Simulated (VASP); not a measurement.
# Au (P6_3/mmc) in VASP: further runs

Au is run at these levels: PBEsol; tasks: single point, relaxation of cell and atoms.

Program: VASP 6.6.1. These are calculated values, not measurements. Logs are shortened: lines on timing, memory, paths and dates and some standing lists are left out, and cuts for length are marked.

## (1) The cell of the first run

The structure is hexagonal, space group P6_3/mmc (No. 194). Conventional cell: a = 2.869 Å, b = 2.869 Å, c = 4.777 Å, α = 90.00°, β = 90.00°, γ = 120.00°. Au (site symmetry -6m2) has 12 Au at 2.87 to 2.91 Å within 3.8 Å.

## (2) Single point, PBEsol

Input file INCAR:

```
SYSTEM = Au
  PREC = Accurate
  ENCUT = 520
  EDIFF = 1E-6
  ISMEAR = -1
  SIGMA = 0.05
  LREAL = .False.
  LASPH = .True.
  NELM = 60
  ALGO = Fast
  ISIF = 2
  LWAVE = .False.
  LCHARG = .False.
  GGA = PS
  NBANDS = 18
```

Input file KPOINTS:

```
regular mesh
0
Gamma
  11 11 6
  0 0 0
```

Input file POSCAR:

```
Au
1.0
    2.8689156285      0.0000000000      0.0000000000
   -1.4344578143      2.4845538156      0.0000000000
    0.0000000000      0.0000000000      4.7766667039
Au
2
Direct
    0.6666666667      0.3333333333      0.2500000000
    0.3333333333      0.6666666667      0.7500000000
```

Potentials or basis: VASP PAW PBE potentials, release 64 (Au).

On the command line:

```
> cat potpaw_PBE.64/Au/POTCAR > POTCAR
> mpirun -np 1 vasp_std > vasp.out
```

OUTCAR:

```text
SYSTEM = Au
   PREC = Accurate
   ENCUT = 520
   EDIFF = 1E-6
   ISMEAR = -1
   LREAL = .False.
   LASPH = .True.
   NELM = 60
   ISIF = 2
   GGA = PS

 ion  position               nearest neighbor table
   1  0.667  0.333  0.250-   2 2.91   2 2.91   2 2.91   2 2.91   2 2.91   2 2.91
   2  0.333  0.667  0.750-   1 2.91   1 2.91   1 2.91   1 2.91   1 2.91   1 2.91

  LATTYP: Found a hexagonal cell.
 ALAT       =     2.8689156285
 C/A-ratio  =     1.6649728756

  Lattice vectors:

 A1 = (   2.8689156285,   0.0000000000,   0.0000000000)
 A2 = (  -1.4344578143,   2.4845538156,   0.0000000000)
 A3 = (   0.0000000000,   0.0000000000,   4.7766667039)

Analysis of symmetry for initial positions (statically):
=====================================================================
 Subroutine PRICEL returns:
 Original cell was already a primitive cell.

 Routine SETGRP: Setting up the symmetry group for a
 hexagonal supercell.

 Subroutine GETGRP returns: Found 24 space group operations
 (whereof 12 operations were pure point group operations)
 out of a pool of 24 trial point group operations.

The static configuration has the point symmetry D_3d.
 The point group associated with its full space group is D_6h.

Analysis of symmetry for dynamics (positions and initial velocities):
=====================================================================
 Subroutine PRICEL returns:
 Original cell was already a primitive cell.

 Routine SETGRP: Setting up the symmetry group for a
 hexagonal supercell.

 Subroutine GETGRP returns: Found 24 space group operations
 (whereof 12 operations were pure point group operations)
 out of a pool of 24 trial point group operations.

The dynamic configuration has the point symmetry D_3d.
 The point group associated with its full space group is D_6h.

 Subroutine INISYM returns: Found 24 space group operations
 (whereof 12 operations are pure point group operations),
 and found     1 'primitive' translations

----------------------------------------------------------------------------------------

                                     Primitive cell

  volume of cell :      34.0480

  direct lattice vectors                    reciprocal lattice vectors
     2.868915628  0.000000000  0.000000000     0.348563754  0.201243377  0.000000000
    -1.434457814  2.484553816  0.000000000     0.000000000  0.402486754  0.000000000
     0.000000000  0.000000000  4.776666704     0.000000000  0.000000000  0.209351010

  length of vectors
     2.868915628  2.868915629  4.776666704     0.402486754  0.402486754  0.209351010

  position of ions in fractional coordinates (direct lattice)
     0.666666667  0.333333333  0.250000000
     0.333333333  0.666666667  0.750000000

  ion indices of the primitive-cell ions
   primitive index   ion index
                 1           1
                 2           2

----------------------------------------------------------------------------------------

 KPOINTS: regular mesh

Automatic generation of k-mesh.
 Grid dimensions read from file:
 generate k-points for:   11   11    6

 Generating k-lattice:

  Cartesian coordinates                     Fractional coordinates (reciprocal lattice)
     0.031687614  0.018294852  0.000000000     0.090909091 -0.000000000  0.000000000
     0.000000000  0.036589705  0.000000000     0.000000000  0.090909091  0.000000000
     0.000000000  0.000000000  0.034891835     0.000000000  0.000000000  0.166666667

  Length of vectors
     0.036589705  0.036589705  0.034891835

  Shift w.r.t. Gamma in fractional coordinates (k-lattice)
     0.000000000  0.000000000  0.000000000

 Subroutine IBZKPT returns following result:
 ===========================================

 Found     64 irreducible k-points:

 Following reciprocal coordinates:
            Coordinates               Weight
  0.000000  0.000000  0.000000      1.000000
  0.090909  0.000000  0.000000      6.000000
  0.181818 -0.000000  0.000000      6.000000
  0.272727 -0.000000  0.000000      6.000000
  0.363636 -0.000000  0.000000      6.000000
  0.454545 -0.000000  0.000000      6.000000
[... 16 lines left out ...]
  0.090909  0.090909  0.166667     12.000000
  0.181818  0.090909  0.166667     24.000000
 [... further k-points ...]
   k-points           NKPTS =     64   k-points in BZ     NKDIM =     64   number of bands    NBANDS=     18
   number of dos      NEDOS =    301   number of ions     NIONS =      2
   total plane-waves  NPLWV =  20736
   dimension x,y,z NGX =    24 NGY =   24 NGZ =   36
   dimension x,y,z NGXF=    48 NGYF=   48 NGZF=   72
   ions per type =               2
   NGX,Y,Z   is equivalent  to a cutoff of  13.91, 13.91, 12.53 a.u.
   NGXF,Y,Z  is equivalent  to a cutoff of  27.81, 27.81, 25.06 a.u.
 SYSTEM =  Au
   PREC   = accura    normal or accurate (medium, high low for compatibility)
   ISTART =      0    job   : 0-new  1-cont  2-samecut
   ICHARG =      2    charge: 1-file 2-atom 10-const
   ISPIN  =      1    spin polarized calculation?
   LNONCOLLINEAR =      F non collinear calculations
   LSORBIT =      F    spin-orbit coupling
   LASPH  =      T    aspherical Exc in radial PAW
   ENCUT  =  520.0 eV  38.22 Ry    6.18 a.u.   5.33  5.33  8.88*2*pi/ulx,y,z
   NELM   =     60;   NELMIN=  2; NELMDL= -5     # of ELM steps
   EDIFF  = 0.1E-05   stopping-criterion for ELM
   LREAL  =      F    real-space projection
   EDIFFG = 0.1E-04   stopping-criterion for IOM
   NSW    =      0    number of steps for IOM
   IBRION =     -1    ionic relax: 0-MD 1-quasi-New 2-CG
   NFREE  =      0    steps in history (QN), initial steepest desc. (CG)
   ISIF   =      2    stress and relaxation
   ISYM   =      2    0-nonsym 1-usesym 2-fastsym
   POTIM  = 0.5000    time-step for ionic-motion
   TEBEG  =    0.0;   TEEND  =   0.0 temperature during run
   PSTRESS=    0.0 pullay stress
   NELECT =      22.0000    total number of electrons
   NUPDOWN=      -1.0000    fix difference up-down
   EMIN   =  10.00;   EMAX   =-10.00  energy-range for DOS
   EFERMI =   0.00;   METHOD = LEGACY
   ISMEAR =    -1;   SIGMA  =   0.05  broadening in eV -4-tet -1-fermi 0-gaus
   EFERMI_NEDOS =   21; number of points for ismear=-14 and -15
   IALGO  =     68    algorithm
   IMIX   =      4    mixing-type and parameters
     AMIX     =   0.40;   BMIX     =  1.00
     AMIX_MAG =   1.60;   BMIX_MAG =  1.00
  volume/ion in A,a.u.               =      17.02       114.88
  Fermi-wavevector in a.u.,A,eV,Ry     =   1.415311  2.674551 27.253918  2.003106
  Thomas-Fermi vector in A             =   2.536763
   LORBIT       =      0    0 simple, 1 ext, 2 COOP (PROOUT), +10 PAW based schemes
   GGA     = PS    functional components
   LHFCALC =     F    Hartree Fock is set to
   AEXX    =    0.0000 exact exchange contribution
   IVDW    =     0    specifies the selected vdW correction
   LEPSILON=     F    determine dielectric tensor
   LRPA    =     F    only Hartree local field effects (RPA)
 non-spin polarized calculation
 RMM-DIIS sequential band-by-band and
  energy-cutoff  :      520.00
  volume of cell :       34.05
 maximum number of plane-waves:       930
 NGX is ok and might be reduce to    24
   NGX = 11   NGY = 11   NGZ = 17

 number of electron      22.0000005 magnetization

 Free energy of the ion-electron system (eV)
  ---------------------------------------------------
  ext. energy  EPLUGINS =         0.00000000
  ---------------------------------------------------
  free energy    TOTEN  =        -7.84025743 eV

  energy without entropy =       -7.83220219  energy(sigma->0) =       -7.83622981

 E-fermi :   9.2646     XC(G=0): -12.8909

 val. band max:        9.1384861236   @ k =   0.3636   0.0909   0.5000
 cond. band min:       9.2704372244   @ k =   0.2727   0.1818   0.5000
 fundamental gap:      0.1319511008
 Fermi energy:         9.2645988759

 k-point     1 :       0.0000    0.0000    0.0000
  band No.  band energies     occupation
      1      -0.6376      2.00000
      2       1.8886      2.00000
      3       4.4748      2.00000
      4       4.7195      2.00000
      5       4.7195      2.00000
      6       5.0459      2.00000
[... 10 lines left out ...]
     17      27.6498      0.00000
     18      27.6498      0.00000

 k-point     2 :       0.0909    0.0000    0.0000
  band No.  band energies     occupation
      1      -0.3781      2.00000
      2       2.1002      2.00000
      3       4.3537      2.00000
      4       4.8163      2.00000
      5       4.8940      2.00000
      6       4.9652      2.00000
[... 10 lines left out ...]
     17      26.3957      0.00000
     18      27.0949      0.00000

 k-point     3 :       0.1818   -0.0000    0.0000
  band No.  band energies     occupation
      1       0.3513      2.00000
      2       2.6004      2.00000
      3       4.1336      2.00000
      4       4.6866      2.00000
      5       4.7105      2.00000
      6       5.2411      2.00000
[... 10 lines left out ...]
     17      25.8615      0.00000
     18      26.4933      0.00000

 k-point     4 :       0.2727   -0.0000    0.0000
  band No.  band energies     occupation
      1       1.3482      2.00000
      2       2.8348      2.00000
      3       3.8765      2.00000
      4       4.2843      2.00000
      5       4.5870      2.00000
      6       5.0554      2.00000
[... 10 lines left out ...]
     17      24.6807      0.00000
     18      26.0956      0.00000

 k-point     5 :       0.3636   -0.0000    0.0000
  band No.  band energies     occupation
      1       2.1285      2.00000
      2       2.6422      2.00000
      3       3.2821      2.00000
      4       4.6828      2.00000
      5       4.8286      2.00000
      6       5.0349      2.00000
[... 10 lines left out ...]
     17      22.5229      0.00000
     18      24.9264      0.00000

 k-point     6 :       0.4545   -0.0000    0.0000
  band No.  band energies     occupation
      1       2.3886      2.00000
      2       2.4676      2.00000
      3       2.9781      2.00000
      4       4.7034      2.00000
      5       4.9309      2.00000
      6       5.1236      2.00000
[... 10 lines left out ...]
     17      21.2271      0.00000
     18      24.2017      0.00000

 k-point     7 :       0.0909    0.0909    0.0000
  band No.  band energies     occupation
      1       0.1196      2.00000
      2       2.4751      2.00000
      3       4.1455      2.00000
      4       4.8019      2.00000
      5       4.9993      2.00000
      6       5.0222      2.00000
[... 10 lines left out ...]
     17      26.3751      0.00000
     18      26.7560      0.00000

 k-point     8 :       0.1818    0.0909    0.0000
  band No.  band energies     occupation
      1       1.0138      2.00000
      2       2.9562      2.00000
      3       3.9548      2.00000
      4       4.2085      2.00000
      5       4.6246      2.00000
      6       4.9635      2.00000
[... 10 lines left out ...]
     17      26.3901      0.00000
     18      26.4779      0.00000
[... 229 lines left out ...]
     17      25.2444      0.00000
     18      26.5606      0.00000

 k-point    20 :       0.2727   -0.0000    0.1667
  band No.  band energies     occupation
      1       1.4860      2.00000
      2       2.8961      2.00000
      3       3.7874      2.00000
      4       4.2196      2.00000
      5       4.4958      2.00000
      6       5.1298      2.00000
[... 10 lines left out ...]
     17      25.0502      0.00000
     18      26.4191      0.00000

 k-point    21 :       0.3636   -0.0000    0.1667
  band No.  band energies     occupation
      1       2.0868      2.00000
      2       2.6963      2.00000
      3       3.4519      2.00000
      4       4.0733      2.00000
      5       4.9506      2.00000
      6       5.0386      2.00000
[... 10 lines left out ...]
     17      23.3112      0.00000
     18      25.2962      0.00000

 k-point    22 :       0.4545   -0.0000    0.1667
  band No.  band energies     occupation
      1       2.2004      2.00000
      2       2.5005      2.00000
      3       3.3160      2.00000
      4       4.0728      2.00000
      5       4.8408      2.00000
      6       5.2643      2.00000
[... 10 lines left out ...]
     17      21.7308      0.00000
     18      24.6176      0.00000

 k-point    23 :       0.0909    0.0909    0.1667
  band No.  band energies     occupation
      1       0.3380      2.00000
      2       2.4932      2.00000
      3       4.1841      2.00000
      4       4.5139      2.00000
      5       4.6741      2.00000
      6       5.0713      2.00000
[... 10 lines left out ...]
     17      25.7567      0.00000
     18      27.0280      0.00000

 k-point    24 :       0.1818    0.0909    0.1667
  band No.  band energies     occupation
      1       1.1931      2.00000
      2       3.0190      2.00000
      3       3.9362      2.00000
      4       4.0467      2.00000
      5       4.5260      2.00000
      6       4.9670      2.00000
[... 10 lines left out ...]
     17      25.3537      0.00000
     18      26.8941      0.00000

 [... further k-points ...]

------------------------ aborting loop because EDIFF is reached ----------------------------------------

  FORCE on cell =-STRESS in cart. coord.  units (eV):
  Direction    XX          YY          ZZ          XY          YZ          ZX
  --------------------------------------------------------------------------------------
  -------------------------------------------------------------------------------------
  Total       -0.0437414     -0.0437414     -0.0451106      0.0000000     -0.0000000      0.0000000
  in kB       -2.0583181     -2.0583181     -2.1227445      0.0000000     -0.0000000      0.0000000
  external PRESSURE =      -2.0797936 kB  Pullay stress =       0.0000000 kB

 VOLUME and BASIS-vectors are now :
 -----------------------------------------------------------------------------
  energy-cutoff  :      520.00
  volume of cell :       34.05
      direct lattice vectors                 reciprocal lattice vectors
     2.868915628  0.000000000  0.000000000     0.348563754  0.201243377  0.000000000
    -1.434457814  2.484553816  0.000000000     0.000000000  0.402486754  0.000000000
     0.000000000  0.000000000  4.776666704     0.000000000  0.000000000  0.209351010

 POSITION                                       TOTAL-FORCE (eV/Angst)
 -----------------------------------------------------------------------------------
      1.43446      0.82818      1.19417        -0.000000     -0.000000      0.000000
     -0.00000      1.65637      3.58250         0.000000      0.000000      0.000000
 -----------------------------------------------------------------------------------
    total drift:                               -0.000000      0.000000     -0.000000

  FREE ENERGIE OF THE ION-ELECTRON SYSTEM (eV)
  ---------------------------------------------------
  free  energy   TOTEN  =        -7.8402574293 eV

  energy  without entropy=       -7.8322021931  energy(sigma->0) =       -7.83622981
```

Wall time 19 s (1 thread of AMD EPYC 9R45 (Zen 5), shared host); peak memory 0.14 GiB.

Results:

- Free energy: -7.8403 eV
- Pressure: -0.2 GPa
- Band gap on the k mesh: zero (band 11 reaches 12.99 eV, above the bottom of band 12 at 6.65 eV)

Levels at points of the mesh, in eV from the Fermi level:
```csv
k point,band 8,band 9,band 10,band 11,band 12,band 13,band 14,band 15
"(0.00, 0.00, 0.00)",-3.58,-3.58,-2.15,-2.15,-1.14,2.80,14.53,15.86
"(0.00, 0.00, 0.50)",-4.59,-2.62,-2.62,-2.62,-2.62,10.82,10.82,14.84
```

Caveat: the PAW data sets were made with another functional, which shifts forces and pressure a little; spin-orbit coupling is left out, which moves the levels of the heavy elements.

## (3) Relaxation of cell and atoms, PBEsol

This run uses another cell than the first one, of 17.77 Å³/atom, 1.044 times its volume.

Input file INCAR:

```
  PREC = Accurate
  ENCUT = 600
  EDIFF = 1E-6
  ISMEAR = -1
  SIGMA = 0.05
  LREAL = F
  LASPH = T
  NELM = 60
  ALGO = Fast
  ISIF = 3
  LWAVE = F
  LCHARG = F
  GGA = PS
  IBRION = 2
  NSW = 60
  EDIFFG = -0.01
```

Input file KPOINTS:

```
Automatic mesh
0
Gamma
  11 11 6
```

Input file POSCAR:

```
Au
1.0
    2.9000000000      0.0000000000      0.0000000000
   -1.4500000000      2.5114736710      0.0000000000
    0.0000000000      0.0000000000      4.8800000000
Au
2
Direct
    0.6666666667      0.3333333333      0.2500000000
    0.3333333333      0.6666666667      0.7500000000
```

Potentials or basis: VASP PAW PBE potentials, release 64 (Au).

On the command line:

```
> cat potpaw_PBE.64/Au/POTCAR > POTCAR
> mpirun -np 1 vasp_std > vasp.out
```

Run time: 1.8 min. Hardware: 1 thread of AMD EPYC 9R45 (Zen 5), shared host; peak memory 0.16 GiB.

Results (log left out):

* Free energy: -7.8402 eV
* Relaxed volume: 17.01 Å³/atom
* Relaxed cell: a = 2.868 Å, b = 2.868 Å, c = 4.775 Å, α = 90.00°, β = 90.00°, γ = 120.00°
* Space group after relaxing (to 0.05 Å): P6_3/mmc (No. 194)
* Energy gained by relaxing: 16.7 meV/atom
* Ionic steps: 11
* Pressure after relaxing: 0.0 GPa
* Band gap on the k mesh: zero (band 11 reaches 13.01 eV, above the bottom of band 12 at 6.66 eV)

The path:
| step | energy change (eV) | largest force (eV/Å) | pressure (GPa) | volume (Å³) |
| --- | --- | --- | --- | --- |
| 1 | 0.0000 | 0.0000 | -6.57 | 35.54 |
| 2 | 0.0476 | 0.0000 | 13.22 | 31.92 |
| 3 | -0.0327 | 0.0000 | -0.20 | 34.05 |
| 4 | -0.0327 | 0.0000 | 0.11 | 34.01 |
| 5 | -0.0333 | 0.0000 | 0.12 | 34.00 |
| 6 | -0.0334 | 0.0000 | 0.13 | 33.99 |
| 7 | -0.0335 | 0.0000 | 0.12 | 33.99 |
| 8 | -0.0335 | 0.0000 | 0.13 | 33.99 |
| 9 | -0.0335 | 0.0000 | 0.13 | 33.99 |
| 10 | -0.0334 | 0.0000 | -0.24 | 34.06 |
| 11 | -0.0335 | 0.0000 | 0.01 | 34.01 |

Final structure:
```xyz
2
Lattice="2.8682 0.0000 0.0000 -1.4341 2.4839 0.0000 0.0000 0.0000 4.7745" Properties=species:S:1:pos:R:3 pbc="T T T"
Au    1.4341    0.8280    1.1936
Au    0.0000    1.6559    3.5809
```

Levels at points of the mesh, in eV from the Fermi level:
| k point | band 8 | band 9 | band 10 | band 11 | band 12 | band 13 | band 14 | band 15 |
| --- | --- | --- | --- | --- | --- | --- | --- | --- |
| (0.00, 0.00, 0.00) | -3.58 | -3.58 | -2.15 | -2.15 | -1.14 | 2.81 | 14.53 | 15.86 |
| (0.00, 0.00, 0.50) | -4.60 | -2.62 | -2.62 | -2.62 | -2.62 | 10.83 | 10.83 | 14.84 |

Caveat: the PAW data sets were made with another functional, which shifts forces and pressure a little; spin-orbit coupling is left out, which moves the levels of the heavy elements.

(Continued in part 2 of 2.)
